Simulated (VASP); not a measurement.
# CeO2 (Fm-3m) in VASP: single point with PBEsol

Aim: the single point of CeO2 with PBEsol.

Everything below comes from runs of VASP 6.6.1. Logs are shortened: lines on timing, memory, paths and dates and some standing lists are left out, and cuts for length are marked.

## Step 1: The cell of the first run

Symmetry: Fm-3m, No. 225, cubic system. Conventional cell: a = 5.398 Å, b = 5.398 Å, c = 5.398 Å, α = 90.00°, β = 90.00°, γ = 90.00°. Ce (site symmetry m-3m) has 8 O at 2.34 Å within 3.1 Å. Within 3.1 Å of O (site symmetry -43m) lie 4 Ce at 2.34 Å and 6 O at 2.70 Å.

## Step 2: Single point, PBEsol

Input file POSCAR:

```
CeO2
1.0
    0.0000000000      2.6990097801      2.6990097801
    2.6990097801      0.0000000000      2.6990097801
    2.6990097801      2.6990097801      0.0000000000
Ce O
1 2
Direct
    0.0000000000      0.0000000000      0.0000000000
    0.2500000000      0.2500000000      0.2500000000
    0.7500000000      0.7500000000      0.7500000000
```

Input file INCAR.step1:

```
SYSTEM = CeO2
PREC     = Accurate       ! precision mode
ENCUT    = 520            ! plane-wave cutoff, eV
EDIFF    = 1E-6           ! SCF threshold, eV
ISMEAR   = 0              ! smearing method
SIGMA    = 0.05           ! smearing width, eV
LREAL    = .False.        ! projectors in reciprocal space
LASPH    = .True.         ! aspherical terms in the spheres
NELM     = 100            ! most SCF steps
ALGO     = Normal         ! electronic algorithm
ISIF     = 2              ! what is computed and relaxed
LWAVE    = .False.        ! write WAVECAR
LCHARG   = .True.         ! write CHGCAR
LMAXMIX  = 6              ! l up to which the mixer works
GGA      = PS             ! functional
NBANDS   = 19             ! bands
```

Input file KPOINTS.step1:

```
regular mesh
0
Gamma
  12 12 12
  0 0 0
```

Input file INCAR.step2:

```
SYSTEM = CeO2
PREC     = Accurate       ! precision mode
ENCUT    = 520            ! plane-wave cutoff, eV
EDIFF    = 1E-6           ! SCF threshold, eV
ISMEAR   = -5             ! smearing method
SIGMA    = 0.05           ! smearing width, eV
LREAL    = .False.        ! projectors in reciprocal space
LASPH    = .True.         ! aspherical terms in the spheres
NELM     = 100            ! most SCF steps
ALGO     = Normal         ! electronic algorithm
ISIF     = 2              ! what is computed and relaxed
LWAVE    = .False.        ! write WAVECAR
LCHARG   = .False.        ! write CHGCAR
LMAXMIX  = 6              ! l up to which the mixer works
GGA      = PS             ! functional
LORBIT   = 11             ! projections on sites
NEDOS    = 2001           ! points of the DOS
ICHARG   = 11             ! starting density
```

Input file KPOINTS.step2:

```
regular mesh
0
Gamma
  18 18 18
  0 0 0
```

Potentials or basis: VASP PAW PBE potentials, release 64 (Ce, O).

Run with:

```bash
$ cat potpaw_PBE.64/Ce/POTCAR potpaw_PBE.64/O/POTCAR > POTCAR
$ cp INCAR.step1 INCAR
$ cp KPOINTS.step1 KPOINTS
$ mpirun -np 1 vasp_std > vasp.out
$ cp INCAR.step2 INCAR
$ cp KPOINTS.step2 KPOINTS
$ mpirun -np 1 vasp_std > vasp.out
```

OUTCAR:

```text
SYSTEM = CeO2
   PREC = Accurate
   ENCUT = 520
   EDIFF = 1E-6
   ISMEAR = -5
   LREAL = .False.
   LASPH = .True.
   NELM = 100
   ISIF = 2
   GGA = PS
   LORBIT = 11
   ICHARG = 11

 ion  position               nearest neighbor table
   1  0.000  0.000  0.000-   2 2.34   3 2.34   3 2.34   3 2.34   3 2.34   2 2.34   2 2.34   2 2.34

   2  0.250  0.250  0.250-   1 2.34   1 2.34   1 2.34   1 2.34
   3  0.750  0.750  0.750-   1 2.34   1 2.34   1 2.34   1 2.34

  LATTYP: Found a face centered cubic cell.
 ALAT       =     5.3980195602

  Lattice vectors:

 A1 = (   0.0000000000,   2.6990097801,   2.6990097801)
 A2 = (   2.6990097801,   0.0000000000,   2.6990097801)
 A3 = (   2.6990097801,   2.6990097801,   0.0000000000)

Analysis of symmetry for initial positions (statically):
=====================================================================
 Subroutine PRICEL returns:
 Original cell was already a primitive cell.

 Routine SETGRP: Setting up the symmetry group for a
 face centered cubic supercell.

 Subroutine GETGRP returns: Found 48 space group operations
 (whereof 48 operations were pure point group operations)
 out of a pool of 48 trial point group operations.

The static configuration has the point symmetry O_h .

Analysis of symmetry for dynamics (positions and initial velocities):
=====================================================================
 Subroutine PRICEL returns:
 Original cell was already a primitive cell.

 Routine SETGRP: Setting up the symmetry group for a
 face centered cubic supercell.

 Subroutine GETGRP returns: Found 48 space group operations
 (whereof 48 operations were pure point group operations)
 out of a pool of 48 trial point group operations.

The dynamic configuration has the point symmetry O_h .

 Subroutine INISYM returns: Found 48 space group operations
 (whereof 48 operations are pure point group operations),
 and found     1 'primitive' translations

----------------------------------------------------------------------------------------

                                     Primitive cell

  volume of cell :      39.3227

  direct lattice vectors                    reciprocal lattice vectors
     0.000000000  2.699009780  2.699009780    -0.185253126  0.185253126  0.185253126
     2.699009780  0.000000000  2.699009780     0.185253126 -0.185253126  0.185253126
     2.699009780  2.699009780  0.000000000     0.185253126  0.185253126 -0.185253126

  length of vectors
     3.816976236  3.816976236  3.816976236     0.320867827  0.320867827  0.320867827

  position of ions in fractional coordinates (direct lattice)
     0.000000000  0.000000000  0.000000000
     0.250000000  0.250000000  0.250000000
     0.750000000  0.750000000  0.750000000

  ion indices of the primitive-cell ions
   primitive index   ion index
                 1           1
                 2           2
                 3           3

----------------------------------------------------------------------------------------

 KPOINTS: regular mesh

Automatic generation of k-mesh.
 Grid dimensions read from file:
 generate k-points for:   18   18   18

 Generating k-lattice:

  Cartesian coordinates                     Fractional coordinates (reciprocal lattice)
    -0.010291840  0.010291840  0.010291840     0.055555556  0.000000000  0.000000000
     0.010291840 -0.010291840  0.010291840     0.000000000  0.055555556  0.000000000
     0.010291840  0.010291840 -0.010291840     0.000000000  0.000000000  0.055555556

  Length of vectors
     0.017825990  0.017825990  0.017825990

  Shift w.r.t. Gamma in fractional coordinates (k-lattice)
     0.000000000  0.000000000  0.000000000

 TETIRR: Found    806 inequivalent tetrahedra from    34992

 Subroutine IBZKPT returns following result:
 ===========================================

 Found    195 irreducible k-points:

 Following reciprocal coordinates:
            Coordinates               Weight
  0.000000  0.000000  0.000000      1.000000
  0.055556  0.000000  0.000000      8.000000
  0.111111  0.000000  0.000000      8.000000
  0.166667  0.000000  0.000000      8.000000
  0.222222  0.000000  0.000000      8.000000
  0.277778  0.000000  0.000000      8.000000
[... 16 lines left out ...]
 -0.277778  0.055556  0.000000     24.000000
 -0.222222  0.055556  0.000000     24.000000
 [... further k-points ...]
   k-points           NKPTS =    195   k-points in BZ     NKDIM =    195   number of bands    NBANDS=     16
   number of dos      NEDOS =   2001   number of ions     NIONS =      3
   total plane-waves  NPLWV =  21952
   dimension x,y,z NGX =    28 NGY =   28 NGZ =   28
   dimension x,y,z NGXF=    56 NGYF=   56 NGZF=   56
   ions per type =               1   2
   NGX,Y,Z   is equivalent  to a cutoff of  12.20, 12.20, 12.20 a.u.
   NGXF,Y,Z  is equivalent  to a cutoff of  24.39, 24.39, 24.39 a.u.
 SYSTEM =  CeO2
   PREC   = accura    normal or accurate (medium, high low for compatibility)
   ISTART =      0    job   : 0-new  1-cont  2-samecut
   ICHARG =     11    charge: 1-file 2-atom 10-const
   ISPIN  =      1    spin polarized calculation?
   LNONCOLLINEAR =      F non collinear calculations
   LSORBIT =      F    spin-orbit coupling
   LASPH  =      T    aspherical Exc in radial PAW
   ENCUT  =  520.0 eV  38.22 Ry    6.18 a.u.   7.10  7.10  7.10*2*pi/ulx,y,z
   NELM   =    100;   NELMIN=  2; NELMDL=  0     # of ELM steps
   EDIFF  = 0.1E-05   stopping-criterion for ELM
   LREAL  =      F    real-space projection
   EDIFFG = 0.1E-04   stopping-criterion for IOM
   NSW    =      0    number of steps for IOM
   IBRION =     -1    ionic relax: 0-MD 1-quasi-New 2-CG
   NFREE  =      0    steps in history (QN), initial steepest desc. (CG)
   ISIF   =      2    stress and relaxation
   ISYM   =      2    0-nonsym 1-usesym 2-fastsym
   POTIM  = 0.5000    time-step for ionic-motion
   TEBEG  =    0.0;   TEEND  =   0.0 temperature during run
   PSTRESS=    0.0 pullay stress
   NELECT =      24.0000    total number of electrons
   NUPDOWN=      -1.0000    fix difference up-down
   EMIN   =  10.00;   EMAX   =-10.00  energy-range for DOS
   EFERMI =   0.00;   METHOD = LEGACY
   ISMEAR =    -5;   SIGMA  =   0.05  broadening in eV -4-tet -1-fermi 0-gaus
   EFERMI_NEDOS =   21; number of points for ismear=-14 and -15
   IALGO  =     38    algorithm
   IMIX   =      4    mixing-type and parameters
     AMIX     =   0.40;   BMIX     =  1.00
     AMIX_MAG =   1.60;   BMIX_MAG =  1.00
  volume/ion in A,a.u.               =      13.11        88.45
  Fermi-wavevector in a.u.,A,eV,Ry     =   1.388665  2.624196 26.237341  1.928390
  Thomas-Fermi vector in A             =   2.512769
   LORBIT       =     11    0 simple, 1 ext, 2 COOP (PROOUT), +10 PAW based schemes
   GGA     = PS    functional components
   LHFCALC =     F    Hartree Fock is set to
   AEXX    =    0.0000 exact exchange contribution
   IVDW    =     0    specifies the selected vdW correction
   LEPSILON=     F    determine dielectric tensor
   LRPA    =     F    only Hartree local field effects (RPA)
 non-spin polarized calculation
 Fermi weights with tetrahedron method with Bloechl corrections
  energy-cutoff  :      520.00
  volume of cell :       39.32
 maximum number of plane-waves:      1073

 number of electron      23.9999998 magnetization

 Free energy of the ion-electron system (eV)
  ---------------------------------------------------
  ext. energy  EPLUGINS =         0.00000000
  ---------------------------------------------------
  free energy    TOTEN  =       -27.54448690 eV

  energy without entropy =      -27.54448690  energy(sigma->0) =      -27.54448690

 E-fermi :   5.3091     XC(G=0): -11.6344

 val. band max:        5.2975322790   @ k =  -0.2778   0.2778   0.0000
 cond. band min:       7.2604470037   @ k =   0.5000   0.0000   0.0000
 fundamental gap:      1.9629147247
 Fermi energy:         5.3090765712

 k-point     1 :       0.0000    0.0000    0.0000
  band No.  band energies     occupation
      1     -27.1142      2.00000
      2     -10.9906      2.00000
      3     -10.0153      2.00000
      4      -9.2482      2.00000
      5      -9.2482      2.00000
      6      -9.2482      2.00000
[... 8 lines left out ...]
     15       7.5931      0.00000
     16       7.8720      0.00000

 k-point     2 :       0.0556    0.0000    0.0000
  band No.  band energies     occupation
      1     -27.1076      2.00000
      2     -11.1289      2.00000
      3     -10.0387      2.00000
      4      -9.2563      2.00000
      5      -9.2563      2.00000
      6      -9.1096      2.00000
[... 8 lines left out ...]
     15       7.5934      0.00000
     16       7.8760      0.00000

 k-point     3 :       0.1111    0.0000    0.0000
  band No.  band energies     occupation
      1     -27.0889      2.00000
      2     -11.4469      2.00000
      3     -10.1174      2.00000
      4      -9.2797      2.00000
      5      -9.2797      2.00000
      6      -8.7770      2.00000
[... 8 lines left out ...]
     15       7.5943      0.00000
     16       7.8876      0.00000
[... 362 lines left out ...]
 k-point    23 :      -0.2778    0.0556    0.0000
  band No.  band energies     occupation
      1     -26.9689      2.00000
      2     -12.6325      2.00000
      3     -10.7256      2.00000
      4      -9.3999      2.00000
      5      -9.2930      2.00000
      6      -7.4544      2.00000
[... 8 lines left out ...]
     15       7.6022      0.00000
     16       7.6660      0.00000

 k-point    24 :      -0.2222    0.0556    0.0000
  band No.  band energies     occupation
      1     -27.0070      2.00000
      2     -12.3268      2.00000
      3     -10.5605      2.00000
      4      -9.3545      2.00000
      5      -9.2744      2.00000
      6      -7.8165      2.00000
[... 8 lines left out ...]
     15       7.6019      0.00000
     16       7.8203      0.00000

 [... further k-points ...]

------------------------ aborting loop because EDIFF is reached ----------------------------------------

  FORCE on cell =-STRESS in cart. coord.  units (eV):
  Direction    XX          YY          ZZ          XY          YZ          ZX
  --------------------------------------------------------------------------------------
  -------------------------------------------------------------------------------------
  Total       -0.0086047     -0.0086047     -0.0086047      0.0000000      0.0000000      0.0000000
  in kB       -0.3505931     -0.3505931     -0.3505931      0.0000000      0.0000000      0.0000000
  external PRESSURE =      -0.3505931 kB  Pullay stress =       0.0000000 kB

 VOLUME and BASIS-vectors are now :
 -----------------------------------------------------------------------------
  energy-cutoff  :      520.00
  volume of cell :       39.32
      direct lattice vectors                 reciprocal lattice vectors
     0.000000000  2.699009780  2.699009780    -0.185253126  0.185253126  0.185253126
     2.699009780  0.000000000  2.699009780     0.185253126 -0.185253126  0.185253126
     2.699009780  2.699009780  0.000000000     0.185253126  0.185253126 -0.185253126

 POSITION                                       TOTAL-FORCE (eV/Angst)
 -----------------------------------------------------------------------------------
      0.00000      0.00000      0.00000         0.000000     -0.000000      0.000000
      1.34950      1.34950      1.34950         0.000000      0.000000      0.000000
      4.04851      4.04851      4.04851        -0.000000     -0.000000     -0.000000
 -----------------------------------------------------------------------------------
    total drift:                                0.000000      0.000000      0.000000

  FREE ENERGIE OF THE ION-ELECTRON SYSTEM (eV)
  ---------------------------------------------------
  free  energy   TOTEN  =       -27.5444868976 eV

  energy  without entropy=      -27.5444868976  energy(sigma->0) =      -27.54448690

 total charge

# of ion       s       p       d       f       tot
--------------------------------------------------
    1        2.014   5.793   0.918   0.964   9.690
    2        1.572   3.426   0.000   0.000   4.998
    3        1.572   3.426   0.000   0.000   4.998
--------------------------------------------------
tot          5.159  12.645   0.918   0.964  19.686
```

It took 2.2 min on 1 thread of Intel Xeon Platinum 8259CL at 2.50GHz (Skylake/Cascade Lake), shared host; peak memory 0.27 GiB.

What came out:

```yaml
Valence_electrons_inside_the_program's_atomic_spheres: Ce 9.69; O 5.00
```

Levels at points of the mesh, in eV from the valence-band top:
```
           k point  band 9  band 10  band 11  band 12  band 13  band 14  band 15  band 16
(0.00, 0.00, 0.00)   -3.99    -0.65    -0.65    -0.65     2.30     2.30     2.30     2.57
(0.50, 0.00, 0.00)   -1.31    -1.26    -0.83    -0.83     1.96     2.16     2.16     2.31
(0.50, 0.50, 0.00)   -1.22    -0.84    -0.84    -0.66     1.99     2.12     2.12     2.29
```

Caveat: the PAW data sets were made with another functional, which shifts forces and pressure a little; spin-orbit coupling is left out, which moves the levels of the heavy elements; semilocal functionals describe open f shells poorly, which spoils levels, moments and volumes.
